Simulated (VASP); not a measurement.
# Co (Im-3m) in VASP: notebook

Runs on Co. Level: PBE. Tasks: density of states.

Program: VASP 6.6.1. These are calculated values, not measurements. Logs are shortened: lines on timing, memory, paths and dates and some standing lists are left out, and cuts for length are marked.

### 1 The cell of the first run

It takes space group Im-3m (No. 229, cubic). The conventional cell has a = 2.763 Å, b = 2.763 Å, c = 2.763 Å, α = 90.00°, β = 90.00°, γ = 90.00°. Within 3.2 Å of Co (site symmetry m-3m) lie 14 Co at 2.39 to 2.76 Å.

### 2 Density of states, PBE

POSCAR reads:

```
Co
1.0
   -1.3814792932      1.3814792932      1.3814792932
    1.3814792932     -1.3814792932      1.3814792932
    1.3814792932      1.3814792932     -1.3814792932
Co
1
Direct
    0.0000000000      0.0000000000      0.0000000000
```

INCAR.step1 reads:

```
SYSTEM = Co
PREC     = Accurate       ! precision mode
ENCUT    = 520            ! plane-wave cutoff, eV
EDIFF    = 1E-6           ! SCF threshold, eV
ISMEAR   = -1             ! smearing method
SIGMA    = 0.05           ! smearing width, eV
LREAL    = .False.        ! projectors in reciprocal space
LASPH    = .True.         ! aspherical terms in the spheres
NELM     = 80             ! most SCF steps
ALGO     = Normal         ! electronic algorithm
ISIF     = 2              ! what is computed and relaxed
LWAVE    = .False.        ! write WAVECAR
LCHARG   = .True.         ! write CHGCAR
LMAXMIX  = 4              ! l up to which the mixer works
GGA      = PE             ! functional
NBANDS   = 10             ! bands
```

KPOINTS.step1 reads:

```
regular mesh
0
Gamma
  21 21 21
  0 0 0
```

INCAR.step2 reads:

```
SYSTEM = Co
PREC     = Accurate       ! precision mode
ENCUT    = 520            ! plane-wave cutoff, eV
EDIFF    = 1E-6           ! SCF threshold, eV
ISMEAR   = -5             ! smearing method
SIGMA    = 0.05           ! smearing width, eV
LREAL    = .False.        ! projectors in reciprocal space
LASPH    = .True.         ! aspherical terms in the spheres
NELM     = 80             ! most SCF steps
ALGO     = Normal         ! electronic algorithm
ISIF     = 2              ! what is computed and relaxed
LWAVE    = .False.        ! write WAVECAR
LCHARG   = .False.        ! write CHGCAR
LMAXMIX  = 4              ! l up to which the mixer works
GGA      = PE             ! functional
LORBIT   = 11             ! projections on sites
NEDOS    = 2001           ! points of the DOS
ICHARG   = 11             ! starting density
```

KPOINTS.step2 reads:

```
regular mesh
0
Gamma
  32 32 32
  0 0 0
```

Potentials or basis: VASP PAW PBE potentials, release 64 (Co).

Started as:

```
$ cat potpaw_PBE.64/Co/POTCAR > POTCAR
$ cp INCAR.step1 INCAR
$ cp KPOINTS.step1 KPOINTS
$ mpirun -np 1 vasp_std > vasp.out
$ cp INCAR.step2 INCAR
$ cp KPOINTS.step2 KPOINTS
$ mpirun -np 1 vasp_std > vasp.out
```

OUTCAR:

```text
SYSTEM = Co
   PREC = Accurate
   ENCUT = 520
   EDIFF = 1E-6
   ISMEAR = -5
   LREAL = .False.
   LASPH = .True.
   NELM = 80
   ISIF = 2
   GGA = PE
   LORBIT = 11
   ICHARG = 11

 ion  position               nearest neighbor table
   1  0.000  0.000  0.000-

  LATTYP: Found a body centered cubic cell.
 ALAT       =     2.7629585864

  Lattice vectors:

 A1 = (  -1.3814792932,   1.3814792932,   1.3814792932)
 A2 = (   1.3814792932,  -1.3814792932,   1.3814792932)
 A3 = (   1.3814792932,   1.3814792932,  -1.3814792932)

Analysis of symmetry for initial positions (statically):
=====================================================================
 Subroutine PRICEL returns:
 Original cell was already a primitive cell.

 Routine SETGRP: Setting up the symmetry group for a
 body centered cubic supercell.

 Subroutine GETGRP returns: Found 48 space group operations
 (whereof 48 operations were pure point group operations)
 out of a pool of 48 trial point group operations.

The static configuration has the point symmetry O_h .

Analysis of symmetry for dynamics (positions and initial velocities):
=====================================================================
 Subroutine PRICEL returns:
 Original cell was already a primitive cell.

 Routine SETGRP: Setting up the symmetry group for a
 body centered cubic supercell.

 Subroutine GETGRP returns: Found 48 space group operations
 (whereof 48 operations were pure point group operations)
 out of a pool of 48 trial point group operations.

The dynamic configuration has the point symmetry O_h .

 Subroutine INISYM returns: Found 48 space group operations
 (whereof 48 operations are pure point group operations),
 and found     1 'primitive' translations

----------------------------------------------------------------------------------------

                                     Primitive cell

  volume of cell :      10.5461

  direct lattice vectors                    reciprocal lattice vectors
    -1.381479293  1.381479293  1.381479293     0.000000000  0.361930868  0.361930868
     1.381479293 -1.381479293  1.381479293     0.361930868  0.000000000  0.361930868
     1.381479293  1.381479293 -1.381479293     0.361930868  0.361930868  0.000000000

  length of vectors
     2.392792325  2.392792325  2.392792325     0.511847542  0.511847542  0.511847542

  position of ions in fractional coordinates (direct lattice)
     0.000000000  0.000000000  0.000000000

  ion indices of the primitive-cell ions
   primitive index   ion index
                 1           1

----------------------------------------------------------------------------------------

 KPOINTS: regular mesh

Automatic generation of k-mesh.
 Grid dimensions read from file:
 generate k-points for:   32   32   32

 Generating k-lattice:

  Cartesian coordinates                     Fractional coordinates (reciprocal lattice)
     0.000000000  0.011310340  0.011310340     0.031250000  0.000000000  0.000000000
     0.011310340  0.000000000  0.011310340     0.000000000  0.031250000  0.000000000
     0.011310340  0.011310340  0.000000000     0.000000000  0.000000000  0.031250000

  Length of vectors
     0.015995236  0.015995236  0.015995236

  Shift w.r.t. Gamma in fractional coordinates (k-lattice)
     0.000000000  0.000000000  0.000000000

 TETIRR: Found  39615 inequivalent tetrahedra from   196608

 Subroutine IBZKPT returns following result:
 ===========================================

 Found    897 irreducible k-points:

 Following reciprocal coordinates:
            Coordinates               Weight
  0.000000  0.000000  0.000000      1.000000
  0.031250  0.000000  0.000000     12.000000
  0.062500  0.000000  0.000000     12.000000
  0.093750  0.000000  0.000000     12.000000
  0.125000  0.000000  0.000000     12.000000
  0.156250  0.000000  0.000000     12.000000
[... 16 lines left out ...]
  0.187500  0.031250 -0.000000     48.000000
  0.218750  0.031250 -0.000000     48.000000
 [... further k-points ...]
   k-points           NKPTS =    897   k-points in BZ     NKDIM =    897   number of bands    NBANDS=      8
   number of dos      NEDOS =   2001   number of ions     NIONS =      1
   total plane-waves  NPLWV =   5832
   dimension x,y,z NGX =    18 NGY =   18 NGZ =   18
   dimension x,y,z NGXF=    36 NGYF=   36 NGZF=   36
   ions per type =               1
   NGX,Y,Z   is equivalent  to a cutoff of  12.51, 12.51, 12.51 a.u.
   NGXF,Y,Z  is equivalent  to a cutoff of  25.01, 25.01, 25.01 a.u.
 SYSTEM =  Co
   PREC   = accura    normal or accurate (medium, high low for compatibility)
   ISTART =      0    job   : 0-new  1-cont  2-samecut
   ICHARG =     11    charge: 1-file 2-atom 10-const
   ISPIN  =      1    spin polarized calculation?
   LNONCOLLINEAR =      F non collinear calculations
   LSORBIT =      F    spin-orbit coupling
   LASPH  =      T    aspherical Exc in radial PAW
   ENCUT  =  520.0 eV  38.22 Ry    6.18 a.u.   4.45  4.45  4.45*2*pi/ulx,y,z
   NELM   =     80;   NELMIN=  2; NELMDL=  0     # of ELM steps
   EDIFF  = 0.1E-05   stopping-criterion for ELM
   LREAL  =      F    real-space projection
   EDIFFG = 0.1E-04   stopping-criterion for IOM
   NSW    =      0    number of steps for IOM
   IBRION =     -1    ionic relax: 0-MD 1-quasi-New 2-CG
   NFREE  =      0    steps in history (QN), initial steepest desc. (CG)
   ISIF   =      2    stress and relaxation
   ISYM   =      2    0-nonsym 1-usesym 2-fastsym
   POTIM  = 0.5000    time-step for ionic-motion
   TEBEG  =    0.0;   TEEND  =   0.0 temperature during run
   PSTRESS=    0.0 pullay stress
   NELECT =       9.0000    total number of electrons
   NUPDOWN=      -1.0000    fix difference up-down
   EMIN   =  10.00;   EMAX   =-10.00  energy-range for DOS
   EFERMI =   0.00;   METHOD = LEGACY
   ISMEAR =    -5;   SIGMA  =   0.05  broadening in eV -4-tet -1-fermi 0-gaus
   EFERMI_NEDOS =   21; number of points for ismear=-14 and -15
   IALGO  =     38    algorithm
   IMIX   =      4    mixing-type and parameters
     AMIX     =   0.40;   BMIX     =  1.00
     AMIX_MAG =   1.60;   BMIX_MAG =  1.00
  volume/ion in A,a.u.               =      10.55        71.17
  Fermi-wavevector in a.u.,A,eV,Ry     =   1.552833  2.934428 32.807577  2.411289
  Thomas-Fermi vector in A             =   2.657151
   LORBIT       =     11    0 simple, 1 ext, 2 COOP (PROOUT), +10 PAW based schemes
   GGA     = PE    functional components
   LHFCALC =     F    Hartree Fock is set to
   AEXX    =    0.0000 exact exchange contribution
   IVDW    =     0    specifies the selected vdW correction
   LEPSILON=     F    determine dielectric tensor
   LRPA    =     F    only Hartree local field effects (RPA)
 non-spin polarized calculation
 Fermi weights with tetrahedron method with Bloechl corrections
  energy-cutoff  :      520.00
  volume of cell :       10.55
 maximum number of plane-waves:       321
 NGX is ok and might be reduce to    18

 number of electron       9.0000011 magnetization

 Free energy of the ion-electron system (eV)
  ---------------------------------------------------
  ext. energy  EPLUGINS =         0.00000000
  ---------------------------------------------------
  free energy    TOTEN  =        -6.59623022 eV

  energy without entropy =       -6.59623022  energy(sigma->0) =       -6.59623022

 E-fermi :  10.4693     XC(G=0): -13.5822

 val. band max:       10.4898938800   @ k =  -0.3750  -0.3750   0.1250
 cond. band min:      10.4169838959   @ k =   0.4375   0.0000   0.0000
 fundamental gap:     -0.0729099842
 Fermi energy:        10.4692520119

 k-point     1 :       0.0000    0.0000    0.0000
  band No.  band energies     occupation
      1       1.5863      2.00000
      2       8.6754      2.00000
      3       8.6754      2.00000
      4       8.6754      2.00000
      5      10.2259      2.00000
      6      10.2259      2.00000
      7      36.5834      0.00000
      8      36.5834      0.00000

 k-point     2 :       0.0312    0.0000    0.0000
  band No.  band energies     occupation
      1       1.6285      2.00000
      2       8.6638      2.00000
      3       8.6744      2.00000
      4       8.6975      2.00000
      5      10.2135      2.00000
      6      10.2268      2.00000
      7      36.2966      0.00000
      8      36.5433      0.00000

 k-point     3 :       0.0625    0.0000    0.0000
  band No.  band energies     occupation
      1       1.7547      2.00000
      2       8.6294      2.00000
      3       8.6705      2.00000
      4       8.7632      2.00000
      5      10.1786      2.00000
      6      10.2295      2.00000
      7      35.5187      0.00000
      8      36.3538      0.00000

 k-point     4 :       0.0938    0.0000    0.0000
  band No.  band energies     occupation
      1       1.9627      2.00000
      2       8.5740      2.00000
      3       8.6608      2.00000
      4       8.8709      2.00000
      5      10.1279      2.00000
      6      10.2343      2.00000
      7      34.4059      0.00000
      8      36.0143      0.00000

 k-point     5 :       0.1250    0.0000    0.0000
  band No.  band energies     occupation
      1       2.2487      2.00000
      2       8.5000      2.00000
      3       8.6415      2.00000
      4       9.0183      2.00000
      5      10.0715      2.00000
      6      10.2415      2.00000
      7      33.0819      0.00000
      8      35.5034      0.00000

 k-point     6 :       0.1562    0.0000    0.0000
  band No.  band energies     occupation
      1       2.6069      2.00000
      2       8.4108      2.00000
      3       8.6098      2.00000
      4       9.2015      2.00000
      5      10.0211      2.00000
      6      10.2513      2.00000
      7      31.6313      0.00000
      8      34.8611      0.00000

 k-point     7 :       0.1875    0.0000    0.0000
  band No.  band energies     occupation
      1       3.0286      2.00000
      2       8.3102      2.00000
      3       8.5669      2.00000
      4       9.4158      2.00000
      5       9.9870      2.00000
      6      10.2641      2.00000
      7      30.1120      0.00000
      8      34.1498      0.00000
[... 133 lines left out ...]
 k-point    20 :       0.0938    0.0312    0.0000
  band No.  band energies     occupation
      1       2.1269      2.00000
      2       8.5412      2.00000
      3       8.6348      2.00000
      4       8.9619      2.00000
      5      10.0898      2.00000
      6      10.2416      2.00000
      7      33.7368      0.00000
      8      35.3341      0.00000

 k-point    21 :       0.1250    0.0312    0.0000
  band No.  band energies     occupation
      1       2.4493      2.00000
      2       8.4587      2.00000
      3       8.6089      2.00000
      4       9.1286      2.00000
      5      10.0343      2.00000
      6      10.2520      2.00000
      7      32.3625      0.00000
      8      34.7589      0.00000

 k-point    22 :       0.1562    0.0312    0.0000
  band No.  band energies     occupation
      1       2.8399      2.00000
      2       8.3630      2.00000
      3       8.5705      2.00000
      4       9.3290      2.00000
      5       9.9903      2.00000
      6      10.2651      2.00000
      7      30.8839      0.00000
      8      34.1146      0.00000

 k-point    23 :       0.1875    0.0313   -0.0000
  band No.  band energies     occupation
      1       3.2880      2.00000
      2       8.2582      2.00000
      3       8.5242      2.00000
      4       9.5579      2.00000
      5       9.9661      2.00000
      6      10.2811      2.00000
      7      29.3529      0.00000
      8      33.4370      0.00000

 k-point    24 :       0.2188    0.0313   -0.0000
  band No.  band energies     occupation
      1       3.7772      2.00000
      2       8.1486      2.00000
      3       8.4841      2.00000
      4       9.8084      2.00000
      5       9.9653      2.00000
      6      10.2997      2.00000
      7      27.8062      0.00000
      8      32.7598      0.00000

 [... further k-points ...]
[... 5 lines left out ...]
  --------------------------------------------------------------------------------------
  -------------------------------------------------------------------------------------
  Total       -0.0418967     -0.0418967     -0.0418967     -0.0000000      0.0000000     -0.0000000
  in kB       -6.3649815     -6.3649815     -6.3649815     -0.0000000      0.0000000     -0.0000000
  external PRESSURE =      -6.3649815 kB  Pullay stress =       0.0000000 kB

 VOLUME and BASIS-vectors are now :
 -----------------------------------------------------------------------------
  energy-cutoff  :      520.00
  volume of cell :       10.55
      direct lattice vectors                 reciprocal lattice vectors
    -1.381479293  1.381479293  1.381479293     0.000000000  0.361930868  0.361930868
     1.381479293 -1.381479293  1.381479293     0.361930868  0.000000000  0.361930868
     1.381479293  1.381479293 -1.381479293     0.361930868  0.361930868  0.000000000

 POSITION                                       TOTAL-FORCE (eV/Angst)
 -----------------------------------------------------------------------------------
      0.00000      0.00000      0.00000         0.000000     -0.000000     -0.000000
 -----------------------------------------------------------------------------------
    total drift:                                0.000000      0.000000      0.000000

  FREE ENERGIE OF THE ION-ELECTRON SYSTEM (eV)
  ---------------------------------------------------
  free  energy   TOTEN  =        -6.5962302244 eV

  energy  without entropy=       -6.5962302244  energy(sigma->0) =       -6.59623022

 total charge

# of ion       s       p       d       tot
------------------------------------------
    1        0.487   0.527   7.319   8.332
```

Wall time 85 s (1 thread of AMD EPYC 7R43 (Zen 3), shared host); peak memory 0.22 GiB.

Results:

| Item | Value |
| --- | --- |
| Valence electrons inside the program's atomic spheres | Co 8.33 |

Levels at points of the mesh, in eV from the Fermi level:
| k point | band 2 | band 3 | band 4 | band 5 | band 6 | band 7 |
| --- | --- | --- | --- | --- | --- | --- |
| (0.00, 0.00, 0.00) | -1.79 | -1.79 | -1.79 | -0.24 | -0.24 | 26.11 |
| (0.50, 0.00, 0.00) | -2.92 | -0.28 | -0.04 | 0.44 | 0.93 | 7.78 |
| (0.50, 0.50, 0.50) | -4.26 | 0.66 | 0.66 | 0.66 | 10.34 | 10.34 |

Caveat: the run has no spin polarisation, though such a crystal can be magnetic; tetrahedron occupations give inexact forces and stress in metals.

[end of part 1 of 2]
